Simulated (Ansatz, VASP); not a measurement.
## Two plane-wave programs on Au

```
CELL_PARAMETERS angstrom
0.00000 1.94322 2.09664
1.94322 0.00000 2.09664
1.94322 1.94322 0.00000
ATOMIC_POSITIONS crystal
Au 0.00000 0.00000 0.00000
```

Change from the starting cell: strain -0.050 along x and y, +0.025 along z, atoms carried along.

Alike in both runs: task single point; functional PBEsol; k mesh 20 × 20 × 20; occupations gaussian, width 0.15 eV; no spin polarisation.

|  | VASP | Ansatz |
| --- | --- | --- |
| version | VASP 6.6.1 | Ansatz 0.2.0 |
| potentials or method | VASP PAW PBE potentials, release 64 (Au), cutoff 520 eV | scalar-relativistic, plane waves, PAW |
| valence electrons in the cell | 11 | 19 |

|  | VASP | Ansatz | Ansatz less VASP |
| --- | --- | --- | --- |
| gap on the k mesh at the Fermi level (eV) | none | none | - |
| pressure (GPa) | 15.5 | 15.8 | +0.30 |
| traceless stress, the component that is largest in VASP (GPa) | -2.88 | -2.88 | -0.001 |

VASP's potentials were made for PBE, not for PBEsol. A gap of «none» marks a metal or a gap that the smearing closes. With one functional, cell and mesh, what is left measures potentials, basis and numerics. VASP's potentials hold 11 valence electrons a cell and Ansatz's 19, so a difference there can come from the potentials and not from the codes.

Spin-orbit coupling is off throughout.
